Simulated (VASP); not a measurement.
# C in VASP: a series of runs, part 2 of 2

VASP 6.6.1. The steps go on from the part before.

### 3 Single point, PBE

This run uses another cell than the first one.

INCAR

```
SYSTEM = C
ALGO = Normal
DIPOL = 0.5 0.5 0.314
EDIFF = 1E-6
ENCUT = 520
GGA = PE
IDIPOL = 3
ISIF = 2
ISMEAR = 0
LASPH = .TRUE.
LCHARG = .FALSE.
LDIPOL = .TRUE.
LREAL = .FALSE.
LWAVE = .FALSE.
NBANDS = 11
NELM = 100
PREC = Accurate
SIGMA = 0.1
```

KPOINTS

```
k-points
0
G
  12 12 1
  0 0 0
```

POSCAR

```
C
1.0
    2.4664109972     -0.0000002899      0.0000000000
   -1.2332052476      2.1359747247      0.0000000000
    0.0000000000      0.0000000000     23.9071048000
C
2
Direct
    0.3333333333      0.6666666667      0.3137149815
    0.6666666667      0.3333333333      0.3137135643
```

Potentials or basis: VASP PAW PBE potentials, release 64 (C).

The run is started by

```
cat potpaw_PBE.64/C/POTCAR > POTCAR
mpirun -np 1 vasp_std > vasp.out
```

OUTCAR:

```text
SYSTEM = C
   EDIFF = 1E-6
   ENCUT = 520
   GGA = PE
   ISIF = 2
   ISMEAR = 0
   LASPH = .TRUE.
   LREAL = .FALSE.
   NELM = 100
   PREC = Accurate

 ion  position               nearest neighbor table
   1  0.333  0.667  0.314-   2 1.42   2 1.42   2 1.42
   2  0.667  0.333  0.314-   1 1.42   1 1.42   1 1.42

  LATTYP: Found a hexagonal cell.
 ALAT       =     2.4664109972
 C/A-ratio  =     9.6930741986

  Lattice vectors:

 A1 = (   2.4664109972,  -0.0000002899,   0.0000000000)
 A2 = (  -1.2332052476,   2.1359747247,   0.0000000000)
 A3 = (   0.0000000000,   0.0000000000,  23.9071048000)

Analysis of symmetry for initial positions (statically):
=====================================================================
 Subroutine PRICEL returns:
 Original cell was already a primitive cell.

 Routine SETGRP: Setting up the symmetry group for a
 hexagonal supercell.

 Subroutine GETGRP returns: Found 24 space group operations
 (whereof 12 operations were pure point group operations)
 out of a pool of 24 trial point group operations.

The static configuration has the point symmetry C_6v.
 The point group associated with its full space group is D_6h.

Analysis of symmetry for dynamics (positions and initial velocities):
=====================================================================
 Subroutine PRICEL returns:
 Original cell was already a primitive cell.

 Routine SETGRP: Setting up the symmetry group for a
 hexagonal supercell.

 Subroutine GETGRP returns: Found 24 space group operations
 (whereof 12 operations were pure point group operations)
 out of a pool of 24 trial point group operations.

The dynamic configuration has the point symmetry C_6v.
 The point group associated with its full space group is D_6h.

 Subroutine INISYM returns: Found 24 space group operations
 (whereof 12 operations are pure point group operations),
 and found     1 'primitive' translations

----------------------------------------------------------------------------------------

                                     Primitive cell

  volume of cell :     125.9472

  direct lattice vectors                    reciprocal lattice vectors
[... 120 lines left out ...]

 number of electron       7.9999997 magnetization

 dipolmoment           0.000000      0.000000     -0.000066 electrons x Angstroem

 Free energy of the ion-electron system (eV)
  ---------------------------------------------------
  ext. energy  EPLUGINS =         0.00000000
  ---------------------------------------------------
  free energy    TOTEN  =       -18.44607646 eV

  energy without entropy =      -18.44450927  energy(sigma->0) =      -18.44529286

 E-fermi :  -2.9898     XC(G=0):  -1.8215

 val. band max:       -2.9898017504   @ k =   0.3333   0.3333   0.0000
 cond. band min:      -2.9898016699   @ k =   0.3333   0.3333   0.0000
 fundamental gap:      0.0000000804
 Fermi energy:        -2.9898017103

 k-point     1 :       0.0000    0.0000    0.0000
  band No.  band energies     occupation
      1     -22.5082      2.00000
      2     -10.6036      2.00000
      3      -6.0361      2.00000
      4      -6.0361      2.00000
      5       0.2734      0.00000
      6       1.0493      0.00000
      7       1.3308      0.00000
      8       1.9070      0.00000
      9       2.2574      0.00000
     10       3.3442      0.00000
     11       3.8054      0.00000
[... 239 lines left out ...]
 k-point    19 :       0.3333    0.3333    0.0000
  band No.  band energies     occupation
      1     -15.5888      2.00000
      2     -15.5888      2.00000
      3     -13.5454      2.00000
      4      -2.9898      1.00000
      5      -2.9898      1.00000
      6       7.6192      0.00000
      7       9.8829      0.00000
      8       9.8829      0.00000
      9      10.4929      0.00000
     10      11.8641      0.00000
     11      11.8641      0.00000

------------------------ aborting loop because EDIFF is reached ----------------------------------------

 vacuum level on the upper side and lower side of the slab       (xc-potential included)        -0.011        -0.008

  FORCE on cell =-STRESS in cart. coord.  units (eV):
  Direction    XX          YY          ZZ          XY          YZ          ZX
  --------------------------------------------------------------------------------------
  -------------------------------------------------------------------------------------
  Total        0.0889265      0.0889265     -0.0105697     -0.0000000     -0.0000000      0.0000000
  in kB        1.1312366      1.1312366     -0.1344580     -0.0000000     -0.0000000      0.0000000
  external PRESSURE =       0.7093384 kB  Pullay stress =       0.0000000 kB

 VOLUME and BASIS-vectors are now :
 -----------------------------------------------------------------------------
  energy-cutoff  :      520.00
  volume of cell :      125.95
      direct lattice vectors                 reciprocal lattice vectors
     2.466410997 -0.000000290  0.000000000     0.405447457  0.234085135  0.000000000
    -1.233205248  2.135974725  0.000000000     0.000000055  0.468170366  0.000000000
     0.000000000  0.000000000 23.907104800     0.000000000  0.000000000  0.041828570

 POSITION                                       TOTAL-FORCE (eV/Angst)
 -----------------------------------------------------------------------------------
      0.00000      1.42398      7.50002        -0.000000     -0.000000      0.000000
      1.23321      0.71199      7.49998         0.000000      0.000000      0.000000
 -----------------------------------------------------------------------------------
    total drift:                                0.000000      0.000000     -0.015110

  FREE ENERGIE OF THE ION-ELECTRON SYSTEM (eV)
  ---------------------------------------------------
  free  energy   TOTEN  =       -18.4460764611 eV

  energy  without entropy=      -18.4445092678  energy(sigma->0) =      -18.44529286

 vacuum level on the upper side and lower side of the slab         1.246         1.248
```

It took 18 s on 1 thread of Intel Xeon 6975P-C (Granite Rapids), shared host; peak memory 0.22 GiB.

What came out:

| Property | Result |
| --- | --- |
| Free energy | -18.4461 eV |
| Band gap on the k mesh | zero (filled and empty bands touch) |

Levels at points of the mesh, in eV from the Fermi level:
| k point | band 1 | band 2 | band 3 | band 4 | band 5 | band 6 | band 7 | band 8 |
| --- | --- | --- | --- | --- | --- | --- | --- | --- |
| (0.00, 0.00, 0.00) | -19.52 | -7.61 | -3.05 | -3.05 | 3.26 | 4.04 | 4.32 | 4.90 |
| (0.50, 0.00, 0.00) | -14.28 | -13.24 | -6.42 | -2.36 | 1.68 | 7.36 | 11.11 | 11.26 |

### 4 Single point, PBE, collinear spin

INCAR

```
PREC = Accurate
ENCUT = 520
EDIFF = 1E-7
ISMEAR = 0
SIGMA = 0.1
LREAL = F
LASPH = T
NELM = 150
ALGO = Normal
ISIF = 2
LWAVE = F
LCHARG = T
ISPIN = 2
MAGMOM = 1 1
LORBIT = 11
LDIPOL = T
IDIPOL = 3
DIPOL = 0.5 0.5 0.500
GGA = PE
LELF = T
LVHAR = T
LVACPOTAV = T
NBANDS = 15
```

KPOINTS

```
Automatic mesh
0
Gamma
  12 12 1
```

POSCAR

```
C
1.0
    2.4560530000      0.0000000000      0.0000000000
   -1.2280260000      2.1270040000      0.0000000000
    0.0000000000      0.0000000000     15.0000000000
C
2
Direct
    0.3333333300      0.6666666700      0.4982149200
    0.6666666700      0.3333333300      0.5017850800
```

The run is started by

```
cat potpaw_PBE.64/C/POTCAR > POTCAR
mpirun -np 1 vasp_std > vasp.out
```

Run time: 36 s. Hardware: 1 thread of Intel Xeon 6975P-C (Granite Rapids), shared host; peak memory 0.21 GiB.

The run converged. Its results:

```
Free energy                                           : -18.4187 eV
Largest force                                         : 0.895 eV/Å
Band gap on the k mesh                                : zero (filled and empty bands touch)
Net moment                                            : 0.00 μB per cell
Valence electrons inside the program's atomic spheres : C 2.66
```

Forces in eV/Å, atoms in the order of the input:
```
C    0.000  0.000  0.895
C    0.000  0.000 -0.895
```

Levels at points of the mesh, in eV from the Fermi level:
Spin up:
```tsv
k point	band 2	band 3	band 4	band 5	band 6	band 7
(0.00, 0.00, 0.00)	-7.69	-3.01	-3.01	3.20	4.12	4.68
(0.50, 0.00, 0.00)	-13.30	-6.42	-2.38	1.67	7.50	11.13
```
Spin down:
```tsv
k point	band 1	band 2	band 3	band 4	band 5	band 6	band 7	band 8
(0.00, 0.00, 0.00)	-19.61	-7.69	-3.01	-3.01	3.20	4.12	4.68	6.52
(0.50, 0.00, 0.00)	-14.31	-13.30	-6.42	-2.38	1.67	7.50	11.13	11.29
```

### 5 Single point, PBE

This run uses another cell than the first one.

INCAR

```
ALGO = Normal
DIPOL = 0.5 0.5 0.314
EDIFF = 1E-6
ENCUT = 520
GGA = PE
IDIPOL = 3
ISIF = 2
ISMEAR = 0
LASPH = True
LCHARG = False
LDIPOL = True
LREAL = False
LWAVE = False
NBANDS = 11
NELM = 80
PREC = Accurate
SIGMA = 0.1
```

KPOINTS

```
k-points
0
Gamma
  24 24 1
```

POSCAR

```
C
1.0
    2.4664109972     -0.0000002899      0.0000000000
   -1.2332052476      2.1359747247      0.0000000000
    0.0000000000      0.0000000000     23.9071048000
C
2
Direct
    0.3333333333      0.6666666667      0.3137142729
    0.6666666667      0.3333333333      0.3137142729
```

Potentials or basis: VASP PAW PBE potentials, release 64 (C).

The run is started by

```
cat potpaw_PBE.64/C/POTCAR > POTCAR
mpirun -np 1 vasp_std > vasp.out
```

OUTCAR:

```text
EDIFF = 1E-6
   ENCUT = 520
   GGA = PE
   ISIF = 2
   ISMEAR = 0
   LASPH = True
   LREAL = False
   NELM = 80
   PREC = Accurate

 ion  position               nearest neighbor table
   1  0.333  0.667  0.314-   2 1.42   2 1.42   2 1.42
   2  0.667  0.333  0.314-   1 1.42   1 1.42   1 1.42

  LATTYP: Found a hexagonal cell.
 ALAT       =     2.4664109972
 C/A-ratio  =     9.6930741986

  Lattice vectors:

 A1 = (   2.4664109972,  -0.0000002899,   0.0000000000)
 A2 = (  -1.2332052476,   2.1359747247,   0.0000000000)
 A3 = (   0.0000000000,   0.0000000000,  23.9071048000)

Analysis of symmetry for initial positions (statically):
=====================================================================
 Subroutine PRICEL returns:
 Original cell was already a primitive cell.

 Routine SETGRP: Setting up the symmetry group for a
 hexagonal supercell.

 Subroutine GETGRP returns: Found 24 space group operations
 (whereof 12 operations were pure point group operations)
 out of a pool of 24 trial point group operations.

[... 183 lines left out ...]
      7       1.3317      0.00000
      8       1.9080      0.00000
      9       2.2570      0.00000
     10       3.3443      0.00000
     11       3.8063      0.00000
[... 309 lines left out ...]
 k-point    24 :       0.4583    0.0417    0.0000
  band No.  band energies     occupation
      1     -17.4087      2.00000
      2     -16.0196      2.00000
      3      -9.5383      2.00000
      4      -5.3785      2.00000
      5      -1.2390      0.00000
      6       4.5618      0.00000
      7       7.6033      0.00000
      8       8.4495      0.00000
      9       8.8808      0.00000
     10       8.9346      0.00000
     11       9.3992      0.00000

 [... further k-points ...]

------------------------ aborting loop because EDIFF is reached ----------------------------------------

 vacuum level on the upper side and lower side of the slab       (xc-potential included)        -0.009        -0.009

  FORCE on cell =-STRESS in cart. coord.  units (eV):
  Direction    XX          YY          ZZ          XY          YZ          ZX
  --------------------------------------------------------------------------------------
  -------------------------------------------------------------------------------------
  Total        0.0808726      0.0808726     -0.0105243     -0.0000000      0.0000000      0.0000000
  in kB        1.0287829      1.0287829     -0.1338804     -0.0000000      0.0000000      0.0000000
  external PRESSURE =       0.6412284 kB  Pullay stress =       0.0000000 kB

 VOLUME and BASIS-vectors are now :
 -----------------------------------------------------------------------------
  energy-cutoff  :      520.00
  volume of cell :      125.95
      direct lattice vectors                 reciprocal lattice vectors
     2.466410997 -0.000000290  0.000000000     0.405447457  0.234085135  0.000000000
    -1.233205248  2.135974725  0.000000000     0.000000055  0.468170366  0.000000000
     0.000000000  0.000000000 23.907104800     0.000000000  0.000000000  0.041828570

 POSITION                                       TOTAL-FORCE (eV/Angst)
 -----------------------------------------------------------------------------------
      0.00000      1.42398      7.50000        -0.000000      0.000000      0.000000
      1.23321      0.71199      7.50000         0.000000     -0.000000      0.000000
 -----------------------------------------------------------------------------------
    total drift:                                0.000000      0.000000      0.000001

  FREE ENERGIE OF THE ION-ELECTRON SYSTEM (eV)
  ---------------------------------------------------
  free  energy   TOTEN  =       -18.4513970787 eV

  energy  without entropy=      -18.4510052804  energy(sigma->0) =      -18.45120118

 vacuum level on the upper side and lower side of the slab         1.247         1.247
```

It took 50 s on 1 thread of Intel Xeon 6975P-C (Granite Rapids), shared host; peak memory 0.24 GiB.

What came out:

```
Free energy            : -18.4514 eV
Band gap on the k mesh : zero (filled and empty bands touch)
```

### 6 Summary

```tsv
spin	cell	k mesh	gap on the mesh (eV)	largest force (eV/Å)
off	a = 2.456, b = 2.456, c = 15.000 Å, angles 90.0, 90.0, 120.0°, 2 atoms, atomic positions A	12 × 12 × 1	none	0.90
off	a = 2.466, b = 2.466, c = 23.907 Å, angles 90.0, 90.0, 120.0°, 2 atoms, atomic positions B	12 × 12 × 1	none	-
collinear	a = 2.456, b = 2.456, c = 15.000 Å, angles 90.0, 90.0, 120.0°, 2 atoms, atomic positions A	12 × 12 × 1	none	0.90
off	a = 2.466, b = 2.466, c = 23.907 Å, angles 90.0, 90.0, 120.0°, 2 atoms, atomic positions B	24 × 24 × 1	none	-
```

Alike in all rows: task single point; level PBE; potentials or basis VASP PAW PBE potentials, release 64 (C); cutoff (eV) 520; smearing gaussian 0.1 eV.

Total energies depend on the potentials used, so only differences within one code and one set of settings carry meaning.
